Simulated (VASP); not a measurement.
Here is a VASP 6.6.1 calculation.

The input INCAR:

```
PREC = Accurate
ENCUT = 520
EDIFF = 1E-7
ISMEAR = 0
SIGMA = 0.15
LREAL = False
LASPH = True
NELM = 60
ALGO = Fast
ISIF = 2
LWAVE = False
LCHARG = False
GGA = PE
NBANDS = 11
```

File KPOINTS:

```
Automatic mesh
0
Gamma
  20 20 20
```

File POSCAR:

```
Pt
1.0
    0.0000000000      2.0068475000      2.0557950000
    2.0068475000      0.0000000000      2.0557950000
    2.0068475000      2.0068475000      0.0000000000
Pt
1
Direct
    0.0000000000      0.0000000000      0.0000000000
```

Potentials or basis: VASP PAW PBE potentials, release 64 (Pt).

Command:

```sh
$ cat potpaw_PBE.64/Pt/POTCAR > POTCAR
$ mpirun -np 1 vasp_std > vasp.out
```

(1) What does it give for the band gap on the k mesh?

(2) Estimate the pressure.

## Answers

(1) zero (bands 5 and 6 overlap by 2.00 eV).

(2) -12.3 GPa.

Caveat: the cell differs from its parent crystal (strain +0.025 along x and y, +0.050 along z); the cell stands under tension; spin-orbit coupling is left out, which moves the levels of the heavy elements.
